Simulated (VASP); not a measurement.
# CuAu (P4/mmm) in VASP: single point with PBEsol

Aim: the single point of CuAu with PBEsol.

All numbers are computed with VASP 6.6.1; they aren't measurements. Logs are shortened: lines on timing, memory, paths and dates and some standing lists are left out, and cuts for length are marked.

## (1) The cell of the first run

Symmetry: P4/mmm, No. 123, tetragonal system. The conventional cell has a = 2.811 Å, b = 2.811 Å, c = 3.685 Å, α = 90.00°, β = 90.00°, γ = 90.00°. Within 3.7 Å of Cu (site symmetry 4/mmm) lie 8 Au at 2.71 Å and 6 Cu at 2.81 to 3.69 Å. Within 3.7 Å of Au (site symmetry 4/mmm) lie 8 Cu at 2.71 Å and 6 Au at 2.81 to 3.69 Å.

## (2) Single point, PBEsol

Input file INCAR:

```
  ALGO = Normal
  EDIFF = 1E-6
  ENCUT = 600
  GGA = PS
  GGA_COMPAT = F
  ISIF = 2
  ISMEAR = 0
  LASPH = T
  LCHARG = T
  LELF = T
  LREAL = F
  LVHAR = T
  LWAVE = F
  NBANDS = 18
  NELM = 120
  PREC = Accurate
  SIGMA = 0.1
```

Input file KPOINTS:

```
k-points
0
Gamma
  14 14 12
```

Input file POSCAR:

```
CuAu
1.0
    2.8107494552      0.0000000000      0.0000000000
    0.0000000000      2.8107494552      0.0000000000
    0.0000000000      0.0000000000      3.6850000000
Cu Au
1 1
Direct
    0.5000000000      0.5000000000      0.5000000000
    0.0000000000      0.0000000000      0.0000000000
```

Potentials or basis: VASP PAW PBE potentials, release 64 (Cu, Au).

The run is started by

```console
cat potpaw_PBE.64/Cu/POTCAR potpaw_PBE.64/Au/POTCAR > POTCAR
mpirun -np 1 vasp_std > vasp.out
```

OUTCAR:

```text
EDIFF = 1E-6
   ENCUT = 600
   GGA = PS
   ISIF = 2
   ISMEAR = 0
   LASPH = T
   LREAL = F
   NELM = 120
   PREC = Accurate

 ion  position               nearest neighbor table
   1  0.500  0.500  0.500-   2 2.71   2 2.71   2 2.71   2 2.71   2 2.71   2 2.71   2 2.71   2 2.71

   2  0.000  0.000  0.000-   1 2.71   1 2.71   1 2.71   1 2.71   1 2.71   1 2.71   1 2.71   1 2.71

  LATTYP: Found a simple tetragonal cell.
 ALAT       =     2.8107494552
 C/A-ratio  =     1.3110382333

  Lattice vectors:

 A1 = (   2.8107494552,   0.0000000000,   0.0000000000)
 A2 = (   0.0000000000,   2.8107494552,   0.0000000000)
 A3 = (   0.0000000000,   0.0000000000,   3.6850000000)

Analysis of symmetry for initial positions (statically):
=====================================================================
 Subroutine PRICEL returns:
 Original cell was already a primitive cell.

 Routine SETGRP: Setting up the symmetry group for a
 simple tetragonal supercell.

 Subroutine GETGRP returns: Found 16 space group operations
 (whereof 16 operations were pure point group operations)
 out of a pool of 16 trial point group operations.

The static configuration has the point symmetry D_4h.

Analysis of symmetry for dynamics (positions and initial velocities):
=====================================================================
 Subroutine PRICEL returns:
 Original cell was already a primitive cell.

 Routine SETGRP: Setting up the symmetry group for a
 simple tetragonal supercell.

 Subroutine GETGRP returns: Found 16 space group operations
 (whereof 16 operations were pure point group operations)
 out of a pool of 16 trial point group operations.

The dynamic configuration has the point symmetry D_4h.

 Subroutine INISYM returns: Found 16 space group operations
 (whereof 16 operations are pure point group operations),
 and found     1 'primitive' translations

----------------------------------------------------------------------------------------

                                     Primitive cell

  volume of cell :      29.1127

  direct lattice vectors                    reciprocal lattice vectors
     2.810749455  0.000000000  0.000000000     0.355776997  0.000000000  0.000000000
[... 81 lines left out ...]
   LNONCOLLINEAR =      F non collinear calculations
   LSORBIT =      F    spin-orbit coupling
   LASPH  =      T    aspherical Exc in radial PAW
   ENCUT  =  600.0 eV  44.10 Ry    6.64 a.u.   5.61  5.61  7.36*2*pi/ulx,y,z
   NELM   =    120;   NELMIN=  2; NELMDL= -5     # of ELM steps
   EDIFF  = 0.1E-05   stopping-criterion for ELM
   LREAL  =      F    real-space projection
   EDIFFG = 0.1E-04   stopping-criterion for IOM
   NSW    =      0    number of steps for IOM
   IBRION =     -1    ionic relax: 0-MD 1-quasi-New 2-CG
   NFREE  =      0    steps in history (QN), initial steepest desc. (CG)
   ISIF   =      2    stress and relaxation
   ISYM   =      2    0-nonsym 1-usesym 2-fastsym
   POTIM  = 0.5000    time-step for ionic-motion
   TEBEG  =    0.0;   TEEND  =   0.0 temperature during run
   PSTRESS=    0.0 pullay stress
   NELECT =      22.0000    total number of electrons
   NUPDOWN=      -1.0000    fix difference up-down
   EMIN   =  10.00;   EMAX   =-10.00  energy-range for DOS
   EFERMI =   0.00;   METHOD = LEGACY
   ISMEAR =     0;   SIGMA  =   0.10  broadening in eV -4-tet -1-fermi 0-gaus
   EFERMI_NEDOS =   21; number of points for ismear=-14 and -15
   IALGO  =     38    algorithm
   IMIX   =      4    mixing-type and parameters
     AMIX     =   0.40;   BMIX     =  1.00
     AMIX_MAG =   1.60;   BMIX_MAG =  1.00
  volume/ion in A,a.u.               =      14.56        98.23
  Fermi-wavevector in a.u.,A,eV,Ry     =   1.491152  2.817868 30.253005  2.223533
  Thomas-Fermi vector in A             =   2.603843
   LORBIT       =      0    0 simple, 1 ext, 2 COOP (PROOUT), +10 PAW based schemes
   GGA     = PS    functional components
   LHFCALC =     F    Hartree Fock is set to
   AEXX    =    0.0000 exact exchange contribution
   IVDW    =     0    specifies the selected vdW correction
   LEPSILON=     F    determine dielectric tensor
   LRPA    =     F    only Hartree local field effects (RPA)
 non-spin polarized calculation
 Gauss-broadening in eV      SIGMA  =   0.10
  energy-cutoff  :      600.00
  volume of cell :       29.11
 maximum number of plane-waves:       991
 NGX is ok and might be reduce to    24
   NGX = 11   NGY = 11   NGZ = 15

 number of electron      22.0000014 magnetization

 Free energy of the ion-electron system (eV)
  ---------------------------------------------------
  ext. energy  EPLUGINS =         0.00000000
  ---------------------------------------------------
  free energy    TOTEN  =        -8.35103368 eV

  energy without entropy =       -8.34795996  energy(sigma->0) =       -8.34949682

 E-fermi :   8.5161     XC(G=0): -12.8349

 val. band max:        8.5061026469   @ k =   0.5000   0.1429   0.0833
 cond. band min:       8.5313537105   @ k =   0.5000   0.2857   0.0833
 fundamental gap:      0.0252510636
 Fermi energy:         8.5161406139

 k-point     1 :       0.0000    0.0000    0.0000
  band No.  band energies     occupation
      1      -1.2811      2.00000
      2       1.9412      2.00000
      3       2.0967      2.00000
      4       4.4935      2.00000
      5       4.4935      2.00000
      6       5.5655      2.00000
[... 481 lines left out ...]
      5       3.8388      2.00000
      6       4.9925      2.00000
[... 10 lines left out ...]
     17      22.3345      0.00000
     18      23.1836      0.00000

 [... further k-points ...]

------------------------ aborting loop because EDIFF is reached ----------------------------------------

  FORCE on cell =-STRESS in cart. coord.  units (eV):
  Direction    XX          YY          ZZ          XY          YZ          ZX
  --------------------------------------------------------------------------------------
  -------------------------------------------------------------------------------------
  Total       -0.5919226     -0.5919226     -0.7817565      0.0000000     -0.0000000      0.0000000
  in kB      -32.5756963    -32.5756963    -43.0229647      0.0000000     -0.0000000      0.0000000
  external PRESSURE =     -36.0581191 kB  Pullay stress =       0.0000000 kB

 VOLUME and BASIS-vectors are now :
 -----------------------------------------------------------------------------
  energy-cutoff  :      600.00
  volume of cell :       29.11
      direct lattice vectors                 reciprocal lattice vectors
     2.810749455  0.000000000  0.000000000     0.355776997  0.000000000  0.000000000
     0.000000000  2.810749455  0.000000000     0.000000000  0.355776997  0.000000000
     0.000000000  0.000000000  3.685000000     0.000000000  0.000000000  0.271370421

 POSITION                                       TOTAL-FORCE (eV/Angst)
 -----------------------------------------------------------------------------------
      1.40537      1.40537      1.84250         0.000000      0.000000      0.000000
      0.00000      0.00000      0.00000         0.000000      0.000000      0.000000
 -----------------------------------------------------------------------------------
    total drift:                                0.000000      0.000000     -0.000000

  FREE ENERGIE OF THE ION-ELECTRON SYSTEM (eV)
  ---------------------------------------------------
  free  energy   TOTEN  =        -8.3510336825 eV

  energy  without entropy=       -8.3479599604  energy(sigma->0) =       -8.34949682
```

OSZICAR:

```text
N       E                     dE             d eps       ncg     rms          rms(c)
DAV:   1     0.139633023500E+03    0.13963E+03   -0.11987E+04  9704   0.193E+03
DAV:   2    -0.326412222476E+01   -0.14290E+03   -0.13405E+03  9180   0.321E+02
DAV:   3    -0.947219815273E+01   -0.62081E+01   -0.60389E+01 10556   0.759E+01
DAV:   4    -0.956213450248E+01   -0.89936E-01   -0.89843E-01 11342   0.765E+00
DAV:   5    -0.956426009254E+01   -0.21256E-02   -0.21255E-02 11554   0.118E+00    0.124E+01
DAV:   6    -0.897937192500E+01    0.58489E+00   -0.92637E+00  9758   0.837E+01    0.590E+00
DAV:   7    -0.841838603850E+01    0.56099E+00   -0.32447E+00 11418   0.873E+01    0.587E+00
DAV:   8    -0.835971129856E+01    0.58675E-01   -0.22148E-01 13324   0.110E+01    0.282E+00
DAV:   9    -0.835140805790E+01    0.83032E-02   -0.14520E-02 13838   0.247E+00    0.151E-01
DAV:  10    -0.835104682241E+01    0.36124E-03   -0.23464E-03 12914   0.785E-01    0.653E-02
DAV:  11    -0.835103841190E+01    0.84105E-05   -0.70713E-05 11504   0.831E-02    0.388E-02
DAV:  12    -0.835103388570E+01    0.45262E-05   -0.11130E-05 12044   0.112E-01    0.457E-03
DAV:  13    -0.835103368246E+01    0.20325E-06   -0.51675E-07  5234   0.132E-02
   1 F= -.83510337E+01 E0= -.83494968E+01  d E =-.307372E-02
```

stdout:

```text
POSCAR found type information on POSCAR CuAu
 POSCAR found :  2 types and       2 ions
 scaLAPACK will be used
 -----------------------------------------------------------------------------
|                                                                             |
|                                                                             |
|     You enforced a specific xc type in the INCAR file but a different       |
|     I HOPE YOU KNOW WHAT YOU ARE DOING!                                     |
|                                                                             |
 -----------------------------------------------------------------------------

 LDA part: xc-table for (Slater+PW92), standard interpolation
 POSCAR, INCAR and KPOINTS ok, starting setup
 FFT: planning ... GRIDC
 FFT: planning ... GRID_SOFT
 FFT: planning ... GRID
 WAVECAR not read
 entering main loop
```

Run time: 74 s. Hardware: 1 thread of Intel Xeon 8259CL, shared host; peak memory 0.29 GiB.

What came out:

- Free energy: -8.3510 eV
- Pressure: -3.6 GPa
- Band gap on the k mesh: zero (bands 11 and 12 overlap by 7.30 eV)

Levels at points of the mesh, in eV from the Fermi level:
```
           k point  band 9  band 10  band 11  band 12  band 13  band 14
(0.00, 0.00, 0.00)   -1.65    -1.44    -1.44     2.08     8.03    10.00
(0.50, 0.00, 0.00)   -2.37    -2.17    -0.84    -0.12     9.40     9.48
(0.50, 0.50, 0.00)   -1.34    -1.34     0.64     0.64     5.14     6.87
(0.00, 0.00, 0.50)   -2.32    -2.30    -2.30    -1.94    14.36    14.57
(0.50, 0.00, 0.50)   -1.56    -1.51    -1.08    -1.06     2.67     4.40
(0.50, 0.50, 0.50)   -1.60    -1.60     5.36     5.48     5.48     6.15
```

Caveat: the cell stands under tension; the PAW data sets were made with another functional, which shifts forces and pressure a little; spin-orbit coupling is left out, which moves the levels of the heavy elements.

The gap in the log of VASP goes by the Fermi energy; the results here count the filled bands.